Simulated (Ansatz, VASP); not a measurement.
# PC: VASP beside Ansatz

```
CELL_PARAMETERS angstrom
2.79319 0.00000 0.00000
-1.39659 2.41897 0.00000
0.00000 0.00000 2.66867
ATOMIC_POSITIONS crystal
P 0.66667 0.33333 0.00000
C 0.00000 0.00000 0.50000
```

Change from the starting cell: species swapped into the MgCd type (P-6m2, No. 187).

Alike in both runs: functional PBE; k mesh 8 × 8 × 4; occupations gaussian, width 0.2 eV; no spin polarisation.

Ansatz relaxed the structure, and its values are those at the end. VASP's run is a single point on that final structure, the one shown.

```csv
,VASP,Ansatz
version,VASP 6.6.1,Ansatz 0.2.0
potentials or method,"VASP PAW PBE potentials, release 64 (P, C), cutoff 600 eV","scalar-relativistic, plane waves, PAW"
valence electrons in the cell,9,9
```

|  | VASP | Ansatz | Ansatz less VASP |
| --- | --- | --- | --- |
| gap on the k mesh at the Fermi level (eV) | none | none | - |
| pressure (GPa) | -0.6 | -0.1 | +0.43 |

A gap of «none» marks a metal or a gap that the smearing closes. With one functional, cell and mesh, what is left measures potentials, basis and numerics.

The k mesh is coarse, so the values compare programs but aren't converged.
